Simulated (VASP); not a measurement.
# BN (Cmcm) in VASP: a series of runs

The runs below take BN through relaxation of the atoms, with LDA.

Program: VASP 6.6.1. These are calculated values, not measurements. Logs are shortened: lines on timing, memory, paths and dates and some standing lists are left out, and cuts for length are marked.

### 1 The cell of the first run

Symmetry: Cmcm, No. 63, orthorhombic system. Conventional cell: a = 2.306 Å, b = 4.310 Å, c = 6.971 Å, α = 90.00°, β = 90.00°, γ = 90.00°. Within 1.8 Å of B (site symmetry m2m) lie 3 N at 1.36 to 1.44 Å. N (site symmetry m2m) has 3 B at 1.36 to 1.44 Å within 1.8 Å.

### 2 Relaxation of the atoms, LDA (normal strain along x -0.0733, normal strain along z +0.0733)

The input, INCAR:

```
SYSTEM = BN
PREC     = Accurate       ! precision mode
ENCUT    = 520            ! plane-wave cutoff, eV
EDIFF    = 1E-7           ! SCF threshold, eV
ISMEAR   = 0              ! smearing method
SIGMA    = 0.05           ! smearing width, eV
LREAL    = .False.        ! projectors in reciprocal space
LASPH    = .True.         ! aspherical terms in the spheres
NELM     = 80             ! most SCF steps
ALGO     = Normal         ! electronic algorithm
ISIF     = 2              ! what is computed and relaxed
LWAVE    = .False.        ! write WAVECAR
LCHARG   = .False.        ! write CHGCAR
IBRION   = 2              ! ionic algorithm
NSW      = 50             ! ionic steps
EDIFFG   = -0.01          ! ionic threshold
```

The input, KPOINTS:

```
regular mesh
0
Gamma
  12 12 4
  0 0 0
```

The input, POSCAR:

```
BN
1.0
    2.3059555345      0.0000000000      0.0000000000
   -1.1529777672      2.1549757989      0.0000000000
    0.0000000000      0.0000000000      6.9713748937
B N
2 2
Direct
    0.3333333333      0.6666666667      0.2500000000
    0.6666666667      0.3333333333      0.7500000000
    0.3333333333      0.6666666667      0.7500000000
    0.6666666667      0.3333333333      0.2500000000
```

Potentials or basis: VASP PAW LDA potentials, release 64 (B, N).

The run is started by

```bash
cat potpaw_LDA.64/B/POTCAR potpaw_LDA.64/N/POTCAR > POTCAR
mpirun -np 1 vasp_std > vasp.out
```

OUTCAR:

```text
SYSTEM = BN
   PREC = Accurate
   ENCUT = 520
   EDIFF = 1E-7
   ISMEAR = 0
   LREAL = .False.
   LASPH = .True.
   NELM = 80
   ISIF = 2
   IBRION = 2
   NSW = 50
   EDIFFG = -0.01

 ion  position               nearest neighbor table
   1  0.333  0.667  0.250-   4 1.36   4 1.36   4 1.44
   2  0.667  0.333  0.750-   3 1.36   3 1.36   3 1.44
   3  0.333  0.667  0.750-   2 1.36   2 1.36   2 1.44
   4  0.667  0.333  0.250-   1 1.36   1 1.36   1 1.44

  LATTYP: Found a base centered orthorhombic cell.
 ALAT       =     2.3059555345
 B/A-ratio  =     1.8690523444
 C/A-ratio  =     3.0232043894

  Lattice vectors:

 A1 = (   1.1529777672,  -2.1549757989,   0.0000000000)
 A2 = (   1.1529777673,   2.1549757989,   0.0000000000)
 A3 = (   0.0000000000,   0.0000000000,   6.9713748937)

Analysis of symmetry for initial positions (statically):
=====================================================================
 Subroutine PRICEL returns:
 Original cell was already a primitive cell.

 Routine SETGRP: Setting up the symmetry group for a
 base centered orthorhombic supercell.

 Subroutine GETGRP returns: Found  8 space group operations
 (whereof  4 operations were pure point group operations)
 out of a pool of  8 trial point group operations.

The static configuration has the point symmetry C_2h.
 The point group associated with its full space group is D_2h.

Analysis of symmetry for dynamics (positions and initial velocities):
=====================================================================
 Subroutine PRICEL returns:
 Original cell was already a primitive cell.

 Routine SETGRP: Setting up the symmetry group for a
 base centered orthorhombic supercell.

 Subroutine GETGRP returns: Found  8 space group operations
 (whereof  4 operations were pure point group operations)
 out of a pool of  8 trial point group operations.

The dynamic configuration has the point symmetry C_2h.
 The point group associated with its full space group is D_2h.

 Subroutine INISYM returns: Found  8 space group operations
 (whereof  4 operations are pure point group operations),
 and found     1 'primitive' translations

----------------------------------------------------------------------------------------

                                     Primitive cell

  volume of cell :      34.6427

  direct lattice vectors                    reciprocal lattice vectors
     2.305955534  0.000000000  0.000000000     0.433659706  0.232021167  0.000000000
    -1.152977767  2.154975799  0.000000000     0.000000000  0.464042334  0.000000000
     0.000000000  0.000000000  6.971374894     0.000000000  0.000000000  0.143443727

  length of vectors
     2.305955534  2.444029138  6.971374894     0.491827778  0.464042334  0.143443727

  position of ions in fractional coordinates (direct lattice)
     0.333333333  0.666666667  0.250000000
     0.666666667  0.333333333  0.750000000
     0.333333333  0.666666667  0.750000000
     0.666666667  0.333333333  0.250000000

  ion indices of the primitive-cell ions
   primitive index   ion index
                 1           1
                 2           2
                 3           3
                 4           4

----------------------------------------------------------------------------------------

 KPOINTS: regular mesh

Automatic generation of k-mesh.
 Grid dimensions read from file:
 generate k-points for:   12   12    4

 Generating k-lattice:

  Cartesian coordinates                     Fractional coordinates (reciprocal lattice)
     0.036138309  0.019335097  0.000000000     0.083333333 -0.000000000  0.000000000
     0.000000000  0.038670195  0.000000000     0.000000000  0.083333333  0.000000000
     0.000000000  0.000000000  0.035860932     0.000000000  0.000000000  0.250000000

  Length of vectors
     0.040985648  0.038670195  0.035860932

  Shift w.r.t. Gamma in fractional coordinates (k-lattice)
     0.000000000  0.000000000  0.000000000

 Subroutine IBZKPT returns following result:
 ===========================================

 Found    129 irreducible k-points:

 Following reciprocal coordinates:
            Coordinates               Weight
  0.000000  0.000000  0.000000      1.000000
  0.083333  0.000000  0.000000      4.000000
  0.166667  0.000000  0.000000      4.000000
  0.250000  0.000000  0.000000      4.000000
  0.333333  0.000000  0.000000      4.000000
  0.416667  0.000000  0.000000      4.000000
[... 16 lines left out ...]
  0.333333  0.166667  0.000000      4.000000
  0.416667  0.166667  0.000000      4.000000
 [... further k-points ...]
   k-points           NKPTS =    129   k-points in BZ     NKDIM =    129   number of bands    NBANDS=     12
   number of dos      NEDOS =    301   number of ions     NIONS =      4
   total plane-waves  NPLWV =  17496
   dimension x,y,z NGX =    18 NGY =   18 NGZ =   54
   dimension x,y,z NGXF=    36 NGYF=   36 NGZF=  108
   ions per type =               2   2
   NGX,Y,Z   is equivalent  to a cutoff of  12.98, 12.24, 12.88 a.u.
   NGXF,Y,Z  is equivalent  to a cutoff of  25.95, 24.49, 25.75 a.u.
 SYSTEM =  BN
   PREC   = accura    normal or accurate (medium, high low for compatibility)
   ISTART =      0    job   : 0-new  1-cont  2-samecut
   ICHARG =      2    charge: 1-file 2-atom 10-const
   ISPIN  =      1    spin polarized calculation?
   LNONCOLLINEAR =      F non collinear calculations
   LSORBIT =      F    spin-orbit coupling
   LASPH  =      T    aspherical Exc in radial PAW
   ENCUT  =  520.0 eV  38.22 Ry    6.18 a.u.   4.29  4.54 12.96*2*pi/ulx,y,z
   NELM   =     80;   NELMIN=  2; NELMDL= -5     # of ELM steps
   EDIFF  = 0.1E-06   stopping-criterion for ELM
   LREAL  =      F    real-space projection
   EDIFFG = -.1E-01   stopping-criterion for IOM
   NSW    =     50    number of steps for IOM
   IBRION =      2    ionic relax: 0-MD 1-quasi-New 2-CG
   NFREE  =      1    steps in history (QN), initial steepest desc. (CG)
   ISIF   =      2    stress and relaxation
   ISYM   =      2    0-nonsym 1-usesym 2-fastsym
   POTIM  = 0.5000    time-step for ionic-motion
   TEBEG  =    0.0;   TEEND  =   0.0 temperature during run
   PSTRESS=    0.0 pullay stress
   NELECT =      16.0000    total number of electrons
   NUPDOWN=      -1.0000    fix difference up-down
   EMIN   =  10.00;   EMAX   =-10.00  energy-range for DOS
   EFERMI =   0.00;   METHOD = LEGACY
   ISMEAR =     0;   SIGMA  =   0.05  broadening in eV -4-tet -1-fermi 0-gaus
   EFERMI_NEDOS =   21; number of points for ismear=-14 and -15
   IALGO  =     38    algorithm
   IMIX   =      4    mixing-type and parameters
     AMIX     =   0.40;   BMIX     =  1.00
     AMIX_MAG =   1.60;   BMIX_MAG =  1.00
  volume/ion in A,a.u.               =       8.66        58.45
  Fermi-wavevector in a.u.,A,eV,Ry     =   1.265448  2.391350 21.787800  1.601358
  Thomas-Fermi vector in A             =   2.398700
   LORBIT       =      0    0 simple, 1 ext, 2 COOP (PROOUT), +10 PAW based schemes
   GGA     = CA    functional components
   LHFCALC =     F    Hartree Fock is set to
   AEXX    =    0.0000 exact exchange contribution
   IVDW    =     0    specifies the selected vdW correction
   LEPSILON=     F    determine dielectric tensor
   LRPA    =     F    only Hartree local field effects (RPA)
 conjugate gradient relaxation of ions
 non-spin polarized calculation
 Gauss-broadening in eV      SIGMA  =   0.05
  energy-cutoff  :      520.00
  volume of cell :       34.64
 maximum number of plane-waves:       962
 NGX is ok and might be reduce to    18
   NGX =  9   NGY =  9   NGZ = 25

--------------------------------------- Ionic step        1  -------------------------------------------

 number of electron      16.0000000 magnetization

 Free energy of the ion-electron system (eV)
  ---------------------------------------------------
  ext. energy  EPLUGINS =         0.00000000
  ---------------------------------------------------
  free energy    TOTEN  =       -37.89216791 eV

  energy without entropy =      -37.89216791  energy(sigma->0) =      -37.89216791

------------------------ aborting loop because EDIFF is reached ----------------------------------------

  FORCE on cell =-STRESS in cart. coord.  units (eV):
  Direction    XX          YY          ZZ          XY          YZ          ZX
  --------------------------------------------------------------------------------------
  -------------------------------------------------------------------------------------
  Total       18.1875321      3.6802003     -0.3105769      0.0000000      0.0000000      0.0000000
  in kB      841.1483386    170.2042009    -14.3637563      0.0000000      0.0000000      0.0000000
  external PRESSURE =     332.3295944 kB  Pullay stress =       0.0000000 kB
[... 251 lines left out ...]
  energy  without entropy=      -37.9401152967  energy(sigma->0) =      -37.94011530

--------------------------------------- Ionic step        8  -------------------------------------------

 number of electron      15.9999999 magnetization

 Free energy of the ion-electron system (eV)
  ---------------------------------------------------
  ext. energy  EPLUGINS =         0.00000000
  ---------------------------------------------------
  free energy    TOTEN  =       -37.94011742 eV

  energy without entropy =      -37.94011742  energy(sigma->0) =      -37.94011742

 E-fermi :   2.6851     XC(G=0): -10.4853

 val. band max:        2.3840953665   @ k =   0.4167   0.2500   0.0000
 cond. band min:       6.1722772764   @ k =   0.0000   0.5000   0.0000
 fundamental gap:      3.7881819099
 Fermi energy:         2.6850897046

 k-point     1 :       0.0000    0.0000    0.0000
  band No.  band energies     occupation
      1     -16.0088      2.00000
      2     -15.8030      2.00000
      3      -4.4748      2.00000
      4      -2.8109      2.00000
      5       0.5160      2.00000
      6       0.5382      2.00000
      7       1.8971      2.00000
      8       1.9130      2.00000
      9       6.8266      0.00000
     10      11.8967      0.00000
     11      13.8426      0.00000
     12      14.2911      0.00000
[... 331 lines left out ...]
 k-point    24 :       0.4167    0.1667    0.0000
  band No.  band energies     occupation
      1     -11.9156      2.00000
      2     -11.8843      2.00000
      3      -6.6543      2.00000
      4      -6.6144      2.00000
      5      -3.6764      2.00000
      6      -3.6416      2.00000
      7       1.5651      2.00000
      8       2.1722      2.00000
      9       7.1939      0.00000
     10       7.9353      0.00000
     11      14.0868      0.00000
     12      14.8831      0.00000

 [... further k-points ...]

------------------------ aborting loop because EDIFF is reached ----------------------------------------

  FORCE on cell =-STRESS in cart. coord.  units (eV):
  Direction    XX          YY          ZZ          XY          YZ          ZX
  --------------------------------------------------------------------------------------
  -------------------------------------------------------------------------------------
  Total       16.6028688      4.3847804     -0.3127047      0.0000000      0.0000000      0.0000000
  in kB      767.8598430    202.7900602    -14.4621628      0.0000000      0.0000000      0.0000000
  external PRESSURE =     318.7292468 kB  Pullay stress =       0.0000000 kB
[... 19 lines left out ...]
  FREE ENERGIE OF THE ION-ELECTRON SYSTEM (eV)
  ---------------------------------------------------
  free  energy   TOTEN  =       -37.9401174239 eV

  energy  without entropy=      -37.9401174239  energy(sigma->0) =      -37.94011742

 reached required accuracy - stopping structural energy minimisation
```

Run time: 4.4 min. Hardware: 1 thread of Oxide Virtual Turin-like, shared host; peak memory 0.13 GiB.

Results:

```
Free energy                  : -37.9401 eV
Energy gained by relaxing    : 12.0 meV/atom
Ionic steps                  : 8
Pressure after relaxing      : 31.9 GPa
Largest force after relaxing : 0.005 eV/Å
Band gap on the k mesh       : 3.79 eV (least direct gap 4.84 eV)
```

Forces in eV/Å, atoms in the order of the input:
```
B    0.000 -0.005  0.000
B    0.000  0.005  0.000
N    0.000  0.001  0.000
N    0.000 -0.001  0.000
```

The path:
| step | energy change (eV) | largest force (eV/Å) | pressure (GPa) |
| --- | --- | --- | --- |
| 1 | 0.0000 | 1.6012 | 33.23 |
| 2 | 0.9120 | 8.1249 | 36.56 |
| 3 | -0.0479 | 0.0174 | 31.87 |
| 4 | -0.0479 | 0.0223 | 31.88 |
| 5 | -0.0479 | 0.0209 | 31.88 |
| 6 | -0.0479 | 0.0175 | 31.88 |
| 7 | -0.0479 | 0.0137 | 31.88 |
| 8 | -0.0479 | 0.0047 | 31.87 |

Final structure:
```xyz
4
Lattice="2.3060 0.0000 0.0000 -1.1530 2.1550 0.0000 0.0000 0.0000 6.9714" Properties=species:S:1:pos:R:3 pbc="T T T"
B     0.0000    1.4510    1.7428
B     1.1530    0.7040    5.2285
N     0.0000    1.4520    5.2285
N     1.1530    0.7030    1.7428
```

Caveat: the cell differs from its parent crystal (normal strain along x -0.0733, normal strain along z +0.0733). A k mesh can miss the band edges.

(Part 1 of 2 ends here.)
